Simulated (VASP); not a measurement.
Sb: single point with LDA

The system is Sb.

```
Sb
1.0
     2.18255    1.26009    3.80745
    -2.18255    1.26009    3.80745
     0.00000   -2.52019    3.80745
Sb
2
Direct
  0.76651 0.76651 0.76651
  0.23349 0.23349 0.23349
```

* Program: VASP 6.6.1
* Task: single point
* Functional: LDA
* Potentials or basis: VASP PAW LDA potentials, release 64 (Sb_d_GW)
* Cutoff: 500 eV
* k mesh: 8 × 8 × 8
* Occupations: fermi-dirac, width 0.05 eV
* Spin: no spin polarisation

* Pressure: -3.1 GPa
* Largest force: 0.167 eV/Å
* Band gap on the k mesh: zero (band 15 reaches 4.77 eV, above the bottom of band 16 at 4.49 eV)

Forces in eV/Å, atoms in the order of the input:
```
Sb   0.000  0.000  0.167
Sb   0.000  0.000 -0.167
```

Levels at points of the mesh, in eV from the Fermi level:
```
           k point  band 13  band 14  band 15  band 16  band 17  band 18
(0.00, 0.00, 0.00)    -2.00    -1.75    -1.75     2.02     2.57     2.57
(0.50, 0.00, 0.00)    -1.86    -1.77    -0.33    -0.28     0.14     0.49
(0.50, 0.50, 0.00)    -5.25    -3.60    -3.51     1.64     4.63     5.24
(0.50, 0.50, 0.50)    -1.27    -1.27    -0.60     0.13     0.13     0.96
```

Wall time 2.2 min on 1 thread of Intel(R) Xeon(R) Platinum 8259CL CPU @ 2.50GHz (Skylake/Cascade Lake), on a shared host, peak memory 0.23 GiB.

Caveat: spin-orbit coupling is left out, which moves the levels of the heavy elements.
